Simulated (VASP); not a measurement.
# Ru (P2_1/m) in VASP: further runs, part 2 of 2

VASP 6.6.1. Earlier steps stand in the parts before.

## (3) Single point, PBE (atoms displaced along a vibrational mode)

Contents of INCAR:

```
SYSTEM = Ru
PREC = Accurate ; ENCUT = 520
EDIFF = 1E-6 ; ISMEAR = 0
SIGMA = 0.15 ; LREAL = .False.
LASPH = .True. ; NELM = 60
ALGO = Fast ; ISIF = 2
LWAVE = .False. ; LCHARG = .False.
GGA = PE ; NBANDS = 21
```

Contents of KPOINTS:

```
regular mesh
0
Gamma
  24 24 14
  0 0 0
```

Contents of POSCAR:

```
Ru
1.0
    2.7200250909      0.0000000000      0.0000000000
   -1.3600125454      2.3556108276      0.0000000000
    0.0000000000      0.0000000000      4.2967694965
Ru
2
Direct
    0.3948413177      0.7116936363      0.2500000000
    0.6051586823      0.2883063637      0.7500000000
```

Potentials or basis: VASP PAW PBE potentials, release 64 (Ru_pv).

On the command line:

```sh
cat potpaw_PBE.64/Ru_pv/POTCAR > POTCAR
mpirun -np 1 vasp_std > vasp.out
```

OUTCAR:

```text
SYSTEM = Ru
   PREC = Accurate
   ENCUT = 520
   EDIFF = 1E-6
   ISMEAR = 0
   LREAL = .False.
   LASPH = .True.
   NELM = 60
   ISIF = 2
   GGA = PE

 ion  position               nearest neighbor table
   1  0.395  0.712  0.250-   2 2.55   2 2.55   2 2.63   2 2.63   2 2.84   2 2.84
   2  0.605  0.288  0.750-   1 2.55   1 2.55   1 2.63   1 2.63   1 2.84   1 2.84

  LATTYP: Found a hexagonal cell.
 ALAT       =     2.7200250909
 C/A-ratio  =     1.5796800959

  Lattice vectors:

 A1 = (   2.7200250909,   0.0000000000,   0.0000000000)
 A2 = (  -1.3600125454,   2.3556108276,   0.0000000000)
 A3 = (   0.0000000000,   0.0000000000,   4.2967694965)

Analysis of symmetry for initial positions (statically):
=====================================================================
 Subroutine PRICEL returns:
 Original cell was already a primitive cell.

 Routine SETGRP: Setting up the symmetry group for a
 hexagonal supercell.

 Subroutine GETGRP returns: Found  4 space group operations
 (whereof  2 operations were pure point group operations)
 out of a pool of 24 trial point group operations.

The static configuration has the point symmetry S_2 .
 The point group associated with its full space group is C_2h.

Analysis of symmetry for dynamics (positions and initial velocities):
=====================================================================
 Subroutine PRICEL returns:
 Original cell was already a primitive cell.

 Routine SETGRP: Setting up the symmetry group for a
 hexagonal supercell.

 Subroutine GETGRP returns: Found  4 space group operations
 (whereof  2 operations were pure point group operations)
 out of a pool of 24 trial point group operations.

The dynamic configuration has the point symmetry S_2 .
 The point group associated with its full space group is C_2h.

 Subroutine INISYM returns: Found  4 space group operations
 (whereof  2 operations are pure point group operations),
 and found     1 'primitive' translations

----------------------------------------------------------------------------------------

                                     Primitive cell

  volume of cell :      27.5308

  direct lattice vectors                    reciprocal lattice vectors
     2.720025091  0.000000000  0.000000000     0.367643667  0.212259170  0.000000000
    -1.360012545  2.355610828  0.000000000     0.000000000  0.424518341  0.000000000
     0.000000000  0.000000000  4.296769496     0.000000000  0.000000000  0.232732987

  length of vectors
     2.720025091  2.720025091  4.296769496     0.424518341  0.424518341  0.232732987

  position of ions in fractional coordinates (direct lattice)
     0.394841318  0.711693636  0.250000000
     0.605158682  0.288306364  0.750000000

  ion indices of the primitive-cell ions
   primitive index   ion index
                 1           1
                 2           2

----------------------------------------------------------------------------------------

 KPOINTS: regular mesh

Automatic generation of k-mesh.
 Grid dimensions read from file:
 generate k-points for:   24   24   14

 Generating k-lattice:

  Cartesian coordinates                     Fractional coordinates (reciprocal lattice)
     0.015318486  0.008844132  0.000000000     0.041666667 -0.000000000  0.000000000
     0.000000000  0.017688264  0.000000000     0.000000000  0.041666667  0.000000000
     0.000000000  0.000000000  0.016623785     0.000000000  0.000000000  0.071428571

  Length of vectors
     0.017688264  0.017688264  0.016623785

  Shift w.r.t. Gamma in fractional coordinates (k-lattice)
     0.000000000  0.000000000  0.000000000

 Subroutine IBZKPT returns following result:
 ===========================================

 Found   2320 irreducible k-points:

 Following reciprocal coordinates:
            Coordinates               Weight
  0.000000  0.000000  0.000000      1.000000
  0.041667  0.000000  0.000000      2.000000
  0.000000  0.041667  0.000000      2.000000
 -0.041667  0.041667  0.000000      2.000000
  0.083333  0.000000  0.000000      2.000000
  0.000000  0.083333  0.000000      2.000000
[... 16 lines left out ...]
  0.333333  0.000000  0.000000      2.000000
  0.000000  0.333333  0.000000      2.000000
 [... further k-points ...]
   k-points           NKPTS =   2320   k-points in BZ     NKDIM =   2320   number of bands    NBANDS=     21
   number of dos      NEDOS =    301   number of ions     NIONS =      2
   total plane-waves  NPLWV =  12800
   dimension x,y,z NGX =    20 NGY =   20 NGZ =   32
   dimension x,y,z NGXF=    40 NGYF=   40 NGZF=   64
   ions per type =               2
   NGX,Y,Z   is equivalent  to a cutoff of  12.22, 12.22, 12.38 a.u.
   NGXF,Y,Z  is equivalent  to a cutoff of  24.45, 24.45, 24.76 a.u.
 SYSTEM =  Ru
   PREC   = accura    normal or accurate (medium, high low for compatibility)
   ISTART =      0    job   : 0-new  1-cont  2-samecut
   ICHARG =      2    charge: 1-file 2-atom 10-const
   ISPIN  =      1    spin polarized calculation?
   LNONCOLLINEAR =      F non collinear calculations
   LSORBIT =      F    spin-orbit coupling
   LASPH  =      T    aspherical Exc in radial PAW
   ENCUT  =  520.0 eV  38.22 Ry    6.18 a.u.   5.06  5.06  7.99*2*pi/ulx,y,z
   NELM   =     60;   NELMIN=  2; NELMDL= -5     # of ELM steps
   EDIFF  = 0.1E-05   stopping-criterion for ELM
   LREAL  =      F    real-space projection
   EDIFFG = 0.1E-04   stopping-criterion for IOM
   NSW    =      0    number of steps for IOM
   IBRION =     -1    ionic relax: 0-MD 1-quasi-New 2-CG
   NFREE  =      0    steps in history (QN), initial steepest desc. (CG)
   ISIF   =      2    stress and relaxation
   ISYM   =      2    0-nonsym 1-usesym 2-fastsym
   POTIM  = 0.5000    time-step for ionic-motion
   TEBEG  =    0.0;   TEEND  =   0.0 temperature during run
   PSTRESS=    0.0 pullay stress
   NELECT =      28.0000    total number of electrons
   NUPDOWN=      -1.0000    fix difference up-down
   EMIN   =  10.00;   EMAX   =-10.00  energy-range for DOS
   EFERMI =   0.00;   METHOD = LEGACY
   ISMEAR =     0;   SIGMA  =   0.15  broadening in eV -4-tet -1-fermi 0-gaus
   EFERMI_NEDOS =   21; number of points for ismear=-14 and -15
   IALGO  =     68    algorithm
   IMIX   =      4    mixing-type and parameters
     AMIX     =   0.40;   BMIX     =  1.00
     AMIX_MAG =   1.60;   BMIX_MAG =  1.00
  volume/ion in A,a.u.               =      13.77        92.89
  Fermi-wavevector in a.u.,A,eV,Ry     =   1.646347  3.111144 36.878020  2.710458
  Thomas-Fermi vector in A             =   2.735990
   LORBIT       =      0    0 simple, 1 ext, 2 COOP (PROOUT), +10 PAW based schemes
   GGA     = PE    functional components
   LHFCALC =     F    Hartree Fock is set to
   AEXX    =    0.0000 exact exchange contribution
   IVDW    =     0    specifies the selected vdW correction
   LEPSILON=     F    determine dielectric tensor
   LRPA    =     F    only Hartree local field effects (RPA)
 non-spin polarized calculation
 RMM-DIIS sequential band-by-band and
 Gauss-broadening in eV      SIGMA  =   0.15
  energy-cutoff  :      520.00
  volume of cell :       27.53
 maximum number of plane-waves:       762
   NGX = 11   NGY = 11   NGZ = 15

 number of electron      28.0000011 magnetization

 Free energy of the ion-electron system (eV)
  ---------------------------------------------------
  ext. energy  EPLUGINS =         0.00000000
  ---------------------------------------------------
  free energy    TOTEN  =       -18.16493683 eV

  energy without entropy =      -18.14357294  energy(sigma->0) =      -18.15425488

 E-fermi :  12.6607     XC(G=0): -14.0251

 val. band max:       12.6582999225   @ k =   0.4167   0.3750   0.2857
 cond. band min:      12.6616801185   @ k =   0.2917  -0.1250  -0.0714
 fundamental gap:      0.0033801960
 Fermi energy:        12.6606946829

 k-point     1 :       0.0000    0.0000    0.0000
  band No.  band energies     occupation
      1     -31.0348      2.00000
      2     -30.1660      2.00000
      3     -29.9889      2.00000
      4     -29.9640      2.00000
      5     -29.8905      2.00000
      6     -29.8541      2.00000
[... 13 lines left out ...]
     20      23.0906      0.00000
     21      23.1086      0.00000

 k-point     2 :       0.0417    0.0000    0.0000
  band No.  band energies     occupation
      1     -31.0307      2.00000
      2     -30.1695      2.00000
      3     -30.0057      2.00000
      4     -29.9717      2.00000
      5     -29.8929      2.00000
      6     -29.8551      2.00000
[... 520 lines left out ...]
 k-point    24 :       0.0000    0.3333    0.0000
  band No.  band energies     occupation
      1     -30.6768      2.00000
      2     -30.6371      2.00000
      3     -30.4772      2.00000
      4     -30.2007      2.00000
      5     -30.0834      2.00000
      6     -30.0092      2.00000
[... 13 lines left out ...]
     20      23.0892      0.00000
     21      23.8640      0.00000

 [... further k-points ...]
[... 5 lines left out ...]
  --------------------------------------------------------------------------------------
  -------------------------------------------------------------------------------------
  Total       -0.3892499      0.7937001      1.5612017     -0.6765893      0.0000000      0.0000000
  in kB      -22.6527299     46.1900553     90.8554724    -39.3746921      0.0000000      0.0000000
  external PRESSURE =      38.1309326 kB  Pullay stress =       0.0000000 kB

 VOLUME and BASIS-vectors are now :
 -----------------------------------------------------------------------------
  energy-cutoff  :      520.00
  volume of cell :       27.53
      direct lattice vectors                 reciprocal lattice vectors
     2.720025091  0.000000000  0.000000000     0.367643667  0.212259170  0.000000000
    -1.360012545  2.355610828  0.000000000     0.000000000  0.424518341  0.000000000
     0.000000000  0.000000000  4.296769496     0.000000000  0.000000000  0.232732987

 POSITION                                       TOTAL-FORCE (eV/Angst)
 -----------------------------------------------------------------------------------
      0.10607      1.67647      1.07419        -1.530460     -1.358805      0.000000
      1.25395      0.67914      3.22258         1.530460      1.358805      0.000000
 -----------------------------------------------------------------------------------
    total drift:                               -0.000000      0.000000      0.000000

  FREE ENERGIE OF THE ION-ELECTRON SYSTEM (eV)
  ---------------------------------------------------
  free  energy   TOTEN  =       -18.1649368314 eV

  energy  without entropy=      -18.1435729379  energy(sigma->0) =      -18.15425488
```

It took 9.1 min on 1 thread of Intel Xeon 8259CL, shared host; peak memory 1 GiB.

What came out:

```
Free energy            : -18.1649 eV
Pressure               : 3.8 GPa
Largest force          : 2.047 eV/Å
Band gap on the k mesh : zero (bands 14 and 15 overlap by 2.91 eV)
```

Forces on the atoms (eV/Å):
```
Ru  -1.530 -1.359  0.000
Ru   1.530  1.359  0.000
```

Stress tensor (GPa, compression positive):
```
-2.27 -3.94  0.00
-3.94  4.62  0.00
 0.00  0.00  9.09
```

Caveat: the cell differs from its parent crystal (atoms displaced along a vibrational mode); the stress differs along the axes, from -2 to 9 GPa; forces of over 1 eV/Å act on the atoms, so gaps and moduli don't describe the material at rest.
